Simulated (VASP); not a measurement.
Input of a VASP 6.6.1 run:

INCAR

```
PREC = Accurate
ENCUT = 600
EDIFF = 1E-6
ISMEAR = 0
SIGMA = 0.1
LREAL = F
LASPH = T
NELM = 120
ALGO = Normal
ISIF = 2
LWAVE = F
LCHARG = F
GGA = PE
NBANDS = 11
GGA_COMPAT = F
```

The input KPOINTS:

```
regular mesh
0
Gamma
  6 6 6
```

POSCAR

```
MgSe
1.0
    0.0000000000      2.8362795752      2.8362795752
    2.8362795752      0.0000000000      2.8362795752
    2.8362795752      2.8362795752      0.0000000000
Mg Se
1 1
Direct
    0.0000000000      0.0000000000      0.0000000000
    0.5000000000      0.5000000000      0.5000000000
```

Potentials or basis: VASP PAW PBE potentials, release 64 (Mg, Se).

The run is started by

```console
$ cat potpaw_PBE.64/Mg/POTCAR potpaw_PBE.64/Se/POTCAR > POTCAR
$ mpirun -np 1 vasp_std > vasp.out
```

Problem. Estimate the pressure.

Solution. -4.6 GPa.

Problem. What does it give for the band gap on the k mesh?

Solution. 1.59 eV, indirect (least direct gap 1.86 eV).

A k mesh can miss the band edges. PBE gaps usually lie below the measured ones, often by a third to a half.
